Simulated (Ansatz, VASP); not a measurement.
Two plane-wave programs on Hf

```xyz
2
Lattice="3.1987 0.0000 0.0000 -1.5994 2.7702 0.0000 0.0000 0.0000 5.0505" Properties=species:S:1:pos:R:3 pbc="T T T"
Hf    0.0000    1.8468    1.2626
Hf    1.5994    0.9234    3.7879
```

Alike in both runs: task single point; functional r2SCAN; k mesh 16 × 16 × 9; occupations fermi-dirac, width 0.1 eV; no spin polarisation.

```csv
,VASP,Ansatz
version,VASP 6.6.1,Ansatz 0.2.0
potentials or method,"VASP PAW PBE potentials, release 64 (Hf_pv), cutoff 520 eV","plane waves (500 eV) with PAW, scalar-relativistic"
valence electrons in the cell,20,52
```

|  | VASP | Ansatz | Ansatz less VASP |
| --- | --- | --- | --- |
| pressure (GPa) | -0.6 | -0.1 | +0.57 |
| traceless stress, the component that is largest in VASP (GPa) | -0.10 | -0.01 | +0.096 |

VASP's potentials were made for PBE, not for r2SCAN. With one functional, cell and mesh, what is left measures potentials, basis and numerics. VASP's potentials hold 20 valence electrons a cell and Ansatz's 52, so a difference there can come from the potentials and not from the codes.

Neither program's run includes spin-orbit coupling.
